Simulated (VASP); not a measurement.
HfMoC2, 4 atoms in the cell. Symmetry: P4/mmm, No. 123, tetragonal system. The conventional cell has a = 3.233 Å, b = 3.233 Å, c = 4.544 Å, α = 90.00°, β = 90.00°, γ = 90.00°. Within 3.0 Å of Hf (site symmetry 4/mmm) lie 6 C at 2.27 to 2.29 Å. Mo (site symmetry 4/mmm) has 6 C at 2.27 to 2.29 Å within 3.0 Å. C (site symmetry 4/mmm) has 2 Mo at 2.27 Å and 4 Hf at 2.29 Å within 3.0 Å. C (site symmetry 4/mmm) has 2 Hf at 2.27 Å and 4 Mo at 2.29 Å within 3.0 Å.  This cell differs from its parent crystal: volume scaled by 1.04.

| Item | Value |
| --- | --- |
| Program | VASP 6.6.1 |
| Task | single point |
| Functional | PBEsol |
| Potentials or basis | VASP PAW PBE potentials, release 64 (Hf_pv, Mo_sv, C) |
| Cutoff | 520 eV |
| k mesh | 8 × 8 × 6 |
| Occupations | fermi-dirac, width 0.05 eV |
| Spin | no spin polarisation |
| Dipole correction | no |
| Further INCAR settings | ALGO = Normal; EDIFF = 1e-06; NBANDS = 24 |

Potentials or basis: VASP PAW PBE potentials, release 64 (Hf_pv, Mo_sv, C).

The run is started by

```sh
$ cat potpaw_PBE.64/Hf_pv/POTCAR potpaw_PBE.64/Mo_sv/POTCAR potpaw_PBE.64/C/POTCAR > POTCAR
$ mpirun -np 1 vasp_std > vasp.out
```

Hardware: 1 thread of Intel(R) Xeon(R) Platinum 8259CL CPU @ 2.50GHz (Skylake/Cascade Lake) (shared host).

Task: Estimate the wall time of this run.

Result: It took 38 s on 1 thread of Intel(R) Xeon(R) Platinum 8259CL CPU @ 2.50GHz (Skylake/Cascade Lake), with other jobs on the host, peak memory 0.2 GiB. Counts: scf iterations 14, k points 60.
